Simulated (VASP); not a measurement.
A run of VASP 6.6.1:

INCAR

```
PREC = Accurate
ENCUT = 520
EDIFF = 1E-6
ISMEAR = -1
SIGMA = 0.05
LREAL = F
LASPH = T
NELM = 60
ALGO = Normal
ISIF = 2
LWAVE = F
LCHARG = F
GGA = PE
NBANDS = 13
```

The input KPOINTS:

```
Automatic mesh
0
Gamma
  12 12 12
```

File POSCAR:

```
W
1.0
   -1.5928244114      1.5928244114      1.5928244114
    1.5928244114     -1.5928244114      1.5928244114
    1.5928244114      1.5928244114     -1.5928244114
W
1
Direct
    0.0000000000      0.0000000000      0.0000000000
```

Potentials or basis: VASP PAW PBE potentials, release 64 (W_sv).

Command:

```bash
$ cat potpaw_PBE.64/W_sv/POTCAR > POTCAR
$ mpirun -np 1 vasp_std > vasp.out
```

Hardware: 1 thread of AMD EPYC 9R45 96-Core Processor (Zen 5), with other jobs on the host.

**Question.** Estimate the wall time of this run.

**Answer.** Run time: 7.4 s on 1 thread of AMD EPYC 9R45 96-Core Processor (Zen 5), on a shared host, peak memory 0.12 GiB. Counts: scf iterations 11, k points 72.
